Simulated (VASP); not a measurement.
# ZnCd2S3 (P4mm) in VASP: a series of runs

The runs below take ZnCd2S3 through single point, relaxation of cell and atoms, with PBE.

Program: VASP 6.6.1. These are calculated values, not measurements. Logs are shortened: lines on timing, memory, paths and dates and some standing lists are left out, and cuts for length are marked.

## 1. The cell of the first run

It takes space group P4mm (No. 99, tetragonal). The conventional cell has a = 4.200 Å, b = 4.200 Å, c = 8.347 Å, α = 90.00°, β = 90.00°, γ = 90.00°. Within 2.9 Å of Zn (site symmetry 4mm) lie 4 S at 2.22 Å. Cd (site symmetry 2mm) has 2 S at 2.14 Å within 2.8 Å. S (site symmetry 2mm) has 2 Zn at 2.22 Å within 2.9 Å. Within 2.8 Å of S (site symmetry 4mm) lie 4 Cd at 2.14 Å.

## 2. Single point, PBE

Input file INCAR:

```
SYSTEM = ZnCd2S3
PREC = Accurate ; ENCUT = 520
EDIFF = 1E-7 ; ISMEAR = 0
SIGMA = 0.1 ; LREAL = .False.
LASPH = .True. ; NELM = 60
ALGO = Normal ; ISIF = 2
LWAVE = .False. ; LCHARG = .False.
GGA = PE ; NBANDS = 36
```

Input file KPOINTS:

```
Automatic mesh
0
Gamma
  4 4 2
  0 0 0
```

Input file POSCAR:

```
ZnCd2S3
1.0
    4.1998298500      0.0000000000      0.0000000000
    0.0000000000      4.1998298500      0.0000000000
    0.0000000000      0.0000000000      8.3467985000
Zn Cd S
1 2 3
Direct
    0.0000000000      0.0000000000      0.8233832300
    0.0000000000      0.5000000000      0.3996686600
    0.5000000000      0.0000000000      0.3996686600
    0.0000000000      0.5000000000      0.9106324500
    0.5000000000      0.0000000000      0.9106324500
    0.0000000000      0.0000000000      0.4507419600
```

Potentials or basis: VASP PAW PBE potentials, release 64 (Zn, Cd, S).

On the command line:

```console
> cat potpaw_PBE.64/Zn/POTCAR potpaw_PBE.64/Cd/POTCAR potpaw_PBE.64/S/POTCAR > POTCAR
> mpirun -np 1 vasp_std > vasp.out
```

OUTCAR:

```text
SYSTEM = ZnCd2S3
   PREC = Accurate
   ENCUT = 520
   EDIFF = 1E-7
   ISMEAR = 0
   LREAL = .False.
   LASPH = .True.
   NELM = 60
   ISIF = 2
   GGA = PE

 ion  position               nearest neighbor table
   1  0.000  0.000  0.823-   4 2.22   5 2.22   4 2.22   5 2.22
   2  0.000  0.500  0.400-   6 2.14   6 2.14   3 2.97   3 2.97   3 2.97   3 2.97
   3  0.500  0.000  0.400-   6 2.14   6 2.14   2 2.97   2 2.97   2 2.97   2 2.97
   4  0.000  0.500  0.911-   1 2.22   1 2.22
   5  0.500  0.000  0.911-   1 2.22   1 2.22
   6  0.000  0.000  0.451-   2 2.14   3 2.14   2 2.14   3 2.14

  LATTYP: Found a simple tetragonal cell.
 ALAT       =     4.1998298500
 C/A-ratio  =     1.9874134901

  Lattice vectors:

 A1 = (   4.1998298500,   0.0000000000,   0.0000000000)
 A2 = (   0.0000000000,   4.1998298500,   0.0000000000)
 A3 = (   0.0000000000,   0.0000000000,   8.3467985000)

Analysis of symmetry for initial positions (statically):
=====================================================================
 Subroutine PRICEL returns:
 Original cell was already a primitive cell.

 Routine SETGRP: Setting up the symmetry group for a
 simple tetragonal supercell.

 Subroutine GETGRP returns: Found  8 space group operations
 (whereof  8 operations were pure point group operations)
 out of a pool of 16 trial point group operations.

The static configuration has the point symmetry C_4v.

Analysis of symmetry for dynamics (positions and initial velocities):
=====================================================================
 Subroutine PRICEL returns:
 Original cell was already a primitive cell.

 Routine SETGRP: Setting up the symmetry group for a
 simple tetragonal supercell.

 Subroutine GETGRP returns: Found  8 space group operations
 (whereof  8 operations were pure point group operations)
 out of a pool of 16 trial point group operations.

The dynamic configuration has the point symmetry C_4v.

 Subroutine INISYM returns: Found  8 space group operations
 (whereof  8 operations are pure point group operations),
 and found     1 'primitive' translations

----------------------------------------------------------------------------------------

                                     Primitive cell

  volume of cell :     147.2256

  direct lattice vectors                    reciprocal lattice vectors
     4.199829850  0.000000000  0.000000000     0.238104884  0.000000000  0.000000000
     0.000000000  4.199829850  0.000000000     0.000000000  0.238104884  0.000000000
     0.000000000  0.000000000  8.346798500     0.000000000  0.000000000  0.119806414

  length of vectors
     4.199829850  4.199829850  8.346798500     0.238104884  0.238104884  0.119806414

  position of ions in fractional coordinates (direct lattice)
     0.000000000  0.000000000  0.823383230
     0.000000000  0.500000000  0.399668660
     0.500000000  0.000000000  0.399668660
     0.000000000  0.500000000  0.910632450
     0.500000000  0.000000000  0.910632450
     0.000000000  0.000000000  0.450741960

  ion indices of the primitive-cell ions
   primitive index   ion index
                 1           1
                 2           2
                 3           3
                 4           4
                 5           5
                 6           6

----------------------------------------------------------------------------------------

 KPOINTS: Automatic mesh

Automatic generation of k-mesh.
 Grid dimensions read from file:
 generate k-points for:    4    4    2

 Generating k-lattice:

  Cartesian coordinates                     Fractional coordinates (reciprocal lattice)
     0.059526221  0.000000000  0.000000000     0.250000000  0.000000000  0.000000000
     0.000000000  0.059526221  0.000000000     0.000000000  0.250000000  0.000000000
     0.000000000  0.000000000  0.059903207     0.000000000  0.000000000  0.500000000

  Length of vectors
     0.059526221  0.059526221  0.059903207

  Shift w.r.t. Gamma in fractional coordinates (k-lattice)
     0.000000000  0.000000000  0.000000000

 Subroutine IBZKPT returns following result:
 ===========================================

 Found     12 irreducible k-points:

 Following reciprocal coordinates:
            Coordinates               Weight
  0.000000  0.000000  0.000000      1.000000
  0.250000  0.000000  0.000000      4.000000
  0.500000  0.000000  0.000000      2.000000
  0.250000  0.250000  0.000000      4.000000
  0.500000  0.250000  0.000000      4.000000
  0.500000  0.500000  0.000000      1.000000
  0.000000  0.000000  0.500000      1.000000
  0.250000  0.000000  0.500000      4.000000
  0.500000  0.000000  0.500000      2.000000
  0.250000  0.250000  0.500000      4.000000
  0.500000  0.250000  0.500000      4.000000
  0.500000  0.500000  0.500000      1.000000
   k-points           NKPTS =     12   k-points in BZ     NKDIM =     12   number of bands    NBANDS=     36
   number of dos      NEDOS =    301   number of ions     NIONS =      6
   total plane-waves  NPLWV =  65536
   dimension x,y,z NGX =    32 NGY =   32 NGZ =   64
   dimension x,y,z NGXF=    64 NGYF=   64 NGZF=  128
   ions per type =               1   2   3
   NGX,Y,Z   is equivalent  to a cutoff of  12.67, 12.67, 12.75 a.u.
   NGXF,Y,Z  is equivalent  to a cutoff of  25.33, 25.33, 25.49 a.u.
 SYSTEM =  ZnCd2S3
   PREC   = accura    normal or accurate (medium, high low for compatibility)
   ISTART =      0    job   : 0-new  1-cont  2-samecut
   ICHARG =      2    charge: 1-file 2-atom 10-const
   ISPIN  =      1    spin polarized calculation?
   LNONCOLLINEAR =      F non collinear calculations
   LSORBIT =      F    spin-orbit coupling
   LASPH  =      T    aspherical Exc in radial PAW
   ENCUT  =  520.0 eV  38.22 Ry    6.18 a.u.   7.81  7.81 15.52*2*pi/ulx,y,z
   NELM   =     60;   NELMIN=  2; NELMDL= -5     # of ELM steps
   EDIFF  = 0.1E-06   stopping-criterion for ELM
   LREAL  =      F    real-space projection
   EDIFFG = 0.1E-05   stopping-criterion for IOM
   NSW    =      0    number of steps for IOM
   IBRION =     -1    ionic relax: 0-MD 1-quasi-New 2-CG
   NFREE  =      0    steps in history (QN), initial steepest desc. (CG)
   ISIF   =      2    stress and relaxation
   ISYM   =      2    0-nonsym 1-usesym 2-fastsym
   POTIM  = 0.5000    time-step for ionic-motion
   TEBEG  =    0.0;   TEEND  =   0.0 temperature during run
   PSTRESS=    0.0 pullay stress
   NELECT =      54.0000    total number of electrons
   NUPDOWN=      -1.0000    fix difference up-down
   EMIN   =  10.00;   EMAX   =-10.00  energy-range for DOS
   EFERMI =   0.00;   METHOD = LEGACY
   ISMEAR =     0;   SIGMA  =   0.10  broadening in eV -4-tet -1-fermi 0-gaus
   EFERMI_NEDOS =   21; number of points for ismear=-14 and -15
   IALGO  =     38    algorithm
   IMIX   =      4    mixing-type and parameters
     AMIX     =   0.40;   BMIX     =  1.00
     AMIX_MAG =   1.60;   BMIX_MAG =  1.00
  volume/ion in A,a.u.               =      24.54       165.59
  Fermi-wavevector in a.u.,A,eV,Ry     =   1.171867  2.214507 18.684502  1.373272
  Thomas-Fermi vector in A             =   2.308304
   LORBIT       =      0    0 simple, 1 ext, 2 COOP (PROOUT), +10 PAW based schemes
   GGA     = PE    functional components
   LHFCALC =     F    Hartree Fock is set to
   AEXX    =    0.0000 exact exchange contribution
   IVDW    =     0    specifies the selected vdW correction
   LEPSILON=     F    determine dielectric tensor
   LRPA    =     F    only Hartree local field effects (RPA)
 non-spin polarized calculation
 Gauss-broadening in eV      SIGMA  =   0.10
  energy-cutoff  :      520.00
  volume of cell :      147.23
 maximum number of plane-waves:      3986
 NGX is ok and might be reduce to    32
   NGX = 15   NGY = 15   NGZ = 31

 number of electron      54.0000030 magnetization

 Free energy of the ion-electron system (eV)
  ---------------------------------------------------
  ext. energy  EPLUGINS =         0.00000000
  ---------------------------------------------------
  free energy    TOTEN  =        -9.21371993 eV

  energy without entropy =       -9.19048653  energy(sigma->0) =       -9.20210323

 E-fermi :   2.8325     XC(G=0):  -8.8639

 val. band max:        2.8270937994   @ k =   0.5000   0.0000   0.5000
 cond. band min:       2.8651721237   @ k =   0.2500   0.2500   0.0000
 fundamental gap:      0.0380783244
 Fermi energy:         2.8325422854

 k-point     1 :       0.0000    0.0000    0.0000
  band No.  band energies     occupation
      1     -15.4752      2.00000
      2     -11.3439      2.00000
      3      -9.1064      2.00000
      4      -8.6743      2.00000
      5      -8.5328      2.00000
      6      -8.5328      2.00000
[... 28 lines left out ...]
     35       8.7614      0.00000
     36       8.7614      0.00000

 k-point     2 :       0.2500    0.0000    0.0000
  band No.  band energies     occupation
      1     -15.1271      2.00000
      2     -10.9902      2.00000
      3      -9.1857      2.00000
      4      -9.0491      2.00000
      5      -9.0100      2.00000
      6      -8.4541      2.00000
[... 28 lines left out ...]
     35       8.0330      0.00000
     36       8.7876      0.00000

 k-point     3 :       0.5000    0.0000    0.0000
  band No.  band energies     occupation
      1     -14.6901      2.00000
      2     -10.2303      2.00000
      3      -9.9791      2.00000
      4      -9.8583      2.00000
      5      -8.8714      2.00000
      6      -8.5601      2.00000
[... 28 lines left out ...]
     35       9.2912      0.00000
     36       9.5986      0.00000
[... 274 lines left out ...]
 k-point    11 :       0.5000    0.2500    0.5000
  band No.  band energies     occupation
      1     -14.2763      2.00000
      2     -10.2094      2.00000
      3      -9.9824      2.00000
      4      -9.7722      2.00000
      5      -9.6287      2.00000
      6      -8.4216      2.00000
[... 28 lines left out ...]
     35       9.1489      0.00000
     36       9.4545      0.00000

 k-point    12 :       0.5000    0.5000    0.5000
  band No.  band energies     occupation
      1     -13.7076      2.00000
      2     -10.3987      2.00000
      3     -10.3987      2.00000
      4      -9.6809      2.00000
      5      -9.6809      2.00000
      6      -8.5192      2.00000
[... 28 lines left out ...]
     35       8.5422      0.00000
     36       9.1122      0.00000

------------------------ aborting loop because EDIFF is reached ----------------------------------------

  FORCE on cell =-STRESS in cart. coord.  units (eV):
  Direction    XX          YY          ZZ          XY          YZ          ZX
  --------------------------------------------------------------------------------------
  -------------------------------------------------------------------------------------
  Total       31.3401171     31.3401171      0.0552965      0.0000000      0.0000000      0.0000000
  in kB      341.0577133    341.0577133      0.6017618      0.0000000      0.0000000      0.0000000
  external PRESSURE =     227.5723962 kB  Pullay stress =       0.0000000 kB

 VOLUME and BASIS-vectors are now :
 -----------------------------------------------------------------------------
  energy-cutoff  :      520.00
  volume of cell :      147.23
      direct lattice vectors                 reciprocal lattice vectors
     4.199829850  0.000000000  0.000000000     0.238104884  0.000000000  0.000000000
     0.000000000  4.199829850  0.000000000     0.000000000  0.238104884  0.000000000
     0.000000000  0.000000000  8.346798500     0.000000000  0.000000000  0.119806414

 POSITION                                       TOTAL-FORCE (eV/Angst)
 -----------------------------------------------------------------------------------
      0.00000      0.00000      6.87261         0.000000     -0.000000     -0.782347
      0.00000      2.09991      3.33595         0.000000     -0.000000     -2.171092
      2.09991      0.00000      3.33595         0.000000     -0.000000     -2.171092
      0.00000      2.09991      7.60087         0.000000      0.000000      0.570591
      2.09991      0.00000      7.60087         0.000000     -0.000000      0.570591
      0.00000      0.00000      3.76225         0.000000      0.000000      3.983348
 -----------------------------------------------------------------------------------
    total drift:                                0.000000     -0.000000     -0.000590

  FREE ENERGIE OF THE ION-ELECTRON SYSTEM (eV)
  ---------------------------------------------------
  free  energy   TOTEN  =        -9.2137199303 eV

  energy  without entropy=       -9.1904865342  energy(sigma->0) =       -9.20210323
```

It took 29 s on 1 thread of Intel Xeon 6975P-C (Granite Rapids), shared host; peak memory 0.26 GiB.

Results:

```
Free energy            : -9.2137 eV
Pressure               : 22.8 GPa
Largest force          : 3.983 eV/Å
Band gap on the k mesh : zero (band 27 reaches 4.15 eV, above the bottom of band 28 at 2.09 eV)
```

Forces in eV/Å, atoms in the order of the input:
```
Zn   0.000  0.000 -0.782
Cd   0.000  0.000 -2.171
Cd   0.000  0.000 -2.171
S    0.000  0.000  0.571
S    0.000  0.000  0.571
S    0.000  0.000  3.983
```

Levels at points of the mesh, in eV from the Fermi level:
```csv
k point,band 23,band 24,band 25,band 26,band 27,band 28,band 29,band 30
"(0.00, 0.00, 0.00)",-4.20,-3.61,-1.58,-0.55,0.33,0.33,0.42,1.15
"(0.50, 0.00, 0.00)",-3.29,-2.53,-2.02,-1.75,-1.49,-0.74,0.35,2.68
"(0.50, 0.50, 0.00)",-4.02,-2.70,-2.25,-2.25,1.31,1.31,1.52,1.73
"(0.00, 0.00, 0.50)",-4.21,-3.98,-1.37,-0.64,0.33,0.33,0.59,1.52
"(0.50, 0.00, 0.50)",-3.30,-2.34,-2.23,-1.76,-1.49,-0.50,-0.01,2.66
"(0.50, 0.50, 0.50)",-4.01,-2.73,-2.11,-2.11,0.95,0.95,1.49,1.52
```

Caveat: the k points lie up to 0.38 Å⁻¹ apart; forces of over 1 eV/Å act on the atoms, so gaps and moduli don't describe the material at rest.

## 3. Single point, PBE

This run uses another cell than the first one, of 25.19 Å³/atom, 1.027 times its volume.

Input file INCAR:

```
SYSTEM = ZnCd2S3
ALGO = Normal
EDIFF = 1E-7
ENCUT = 520
GGA = PE
ISIF = 2
ISMEAR = 0
LASPH = .True.
LCHARG = .False.
LREAL = .False.
LWAVE = .False.
NBANDS = 36
NELM = 60
PREC = Accurate
SIGMA = 0.1
```

Input file KPOINTS:

```
k-points
0
Gamma
  4 4 2
  0 0 0
```

Input file POSCAR:

```
ZnCd2S3
1.0
    4.8535884925      0.0000000000      0.0000000000
    0.0000000000      4.8535884925      0.0000000000
    0.0000000000      0.0000000000      6.4167944876
Zn Cd S
1 2 3
Direct
    0.0000000000      0.0000000000      0.8709034598
    0.0000000000      0.5000000000      0.3217530281
    0.5000000000      0.0000000000      0.3217530281
    0.0000000000      0.5000000000      0.9437293066
    0.5000000000      0.0000000000      0.9437293066
    0.0000000000      0.0000000000      0.4928592809
```

Potentials or basis: VASP PAW PBE potentials, release 64 (Zn, Cd, S).

On the command line:

```console
> cat potpaw_PBE.64/Zn/POTCAR potpaw_PBE.64/Cd/POTCAR potpaw_PBE.64/S/POTCAR > POTCAR
> mpirun -np 1 vasp_std > vasp.out
```

Wall time 27 s (1 thread of Intel Xeon 6975P-C (Granite Rapids), shared host); peak memory 0.26 GiB.

The run converged. Its results:

- Free energy: -15.7967 eV
- Pressure: 0.3 GPa
- Largest force: 0.064 eV/Å
- Band gap on the k mesh: zero (band 27 reaches 2.22 eV, above the bottom of band 28 at 1.57 eV)

Forces on the atoms (eV/Å):
```
Zn   0.000  0.000 -0.013
Cd   0.000  0.000  0.064
Cd   0.000  0.000  0.064
S    0.000  0.000 -0.062
S    0.000  0.000 -0.062
S    0.000  0.000  0.008
```

Stress tensor (GPa, compression positive):
```
0.19 0.00 0.00
0.00 0.19 0.00
0.00 0.00 0.38
```

Levels at points of the mesh, in eV from the Fermi level:
| k point | band 23 | band 24 | band 25 | band 26 | band 27 | band 28 | band 29 | band 30 | band 31 | band 32 |
| --- | --- | --- | --- | --- | --- | --- | --- | --- | --- | --- |
| (0.00, 0.00, 0.00) | -2.68 | -2.06 | -1.66 | -1.25 | -0.40 | -0.40 | 0.41 | 0.75 | 3.42 | 3.42 |
| (0.50, 0.00, 0.00) | -3.00 | -2.36 | -1.71 | -1.47 | -1.24 | -0.11 | 1.61 | 3.78 | 3.84 | 4.83 |
| (0.50, 0.50, 0.00) | -2.95 | -2.91 | -2.91 | 0.08 | 0.21 | 0.50 | 2.80 | 2.80 | 4.65 | 5.03 |
| (0.00, 0.00, 0.50) | -3.44 | -3.44 | -2.27 | -0.36 | -0.36 | 0.16 | 1.01 | 1.73 | 3.59 | 3.86 |
| (0.50, 0.00, 0.50) | -2.99 | -2.22 | -2.01 | -1.50 | -1.18 | 1.08 | 1.38 | 3.43 | 3.48 | 4.22 |
| (0.50, 0.50, 0.50) | -2.81 | -1.96 | -1.96 | -0.24 | 0.10 | 0.51 | 2.23 | 2.39 | 2.39 | 5.61 |

Caveat: the k points lie up to 0.49 Å⁻¹ apart.

(Part 1 of 2 ends here.)
